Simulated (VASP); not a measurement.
Wanted: the native input for a VASP 6.6.1 run.

| Item | Value |
| --- | --- |
| Task | single point |
| Functional | LDA |
| Potentials or basis | VASP PAW LDA potentials, release 64 (Li_sv, Pb_d) |
| Cutoff | 520 eV |
| k mesh | 4 × 5 × 1 |
| Occupations | fermi-dirac, width 0.05 eV |
| Spin | no spin polarisation |
| Dipole correction | yes |
| Further INCAR settings | ALGO = Normal; EDIFF = 1e-07; NBANDS = 34 |

The structure of LiPb lies in POSCAR:

```
LiPb
1.0
    4.9808601667      0.0000000000      0.0000000000
    0.0000000000      3.5220000000      0.0000000000
    0.0000000000      0.0000000000     12.9808601667
Li Pb
3 3
Direct
    0.5000000000      0.5000000000      0.3081459895
    0.0000000000      0.5000000000      0.5000000000
    0.5000000000      0.5000000000      0.6918540105
    0.0000000000      0.0000000000      0.3081459895
    0.5000000000      0.0000000000      0.5000000000
    0.0000000000      0.0000000000      0.6918540105
```

One way to write it, as run:

INCAR

```
SYSTEM = LiPb
ALGO = Normal ; DIPOL = 0.5 0.5 0.500
EDIFF = 1E-7 ; ENCUT = 520
IDIPOL = 3 ; ISIF = 2
ISMEAR = -1 ; LASPH = .TRUE.
LCHARG = .FALSE. ; LDIPOL = .TRUE.
LREAL = .FALSE. ; LWAVE = .FALSE.
NBANDS = 34 ; NELM = 80
PREC = Accurate ; SIGMA = 0.05
```

KPOINTS

```
k-points
0
G
  4 5 1
  0 0 0
```

Potentials or basis: VASP PAW LDA potentials, release 64 (Li_sv, Pb_d).

Launch:

```sh
$ cat potpaw_LDA.64/Li_sv/POTCAR potpaw_LDA.64/Pb_d/POTCAR > POTCAR
$ mpirun -np 1 vasp_std > vasp.out
```

It gave:

```yaml
Largest_force: 0.025 eV/Å
Band_gap_on_the_k_mesh: zero (an odd number of electrons rules out a gap without spin polarisation)
```

Caveat: spin-orbit coupling is left out, which moves the levels of the heavy elements.

Wall time 65 s on 1 thread of Intel(R) Xeon(R) Platinum 8488C (Sapphire Rapids), on a shared host, peak memory 0.27 GiB.
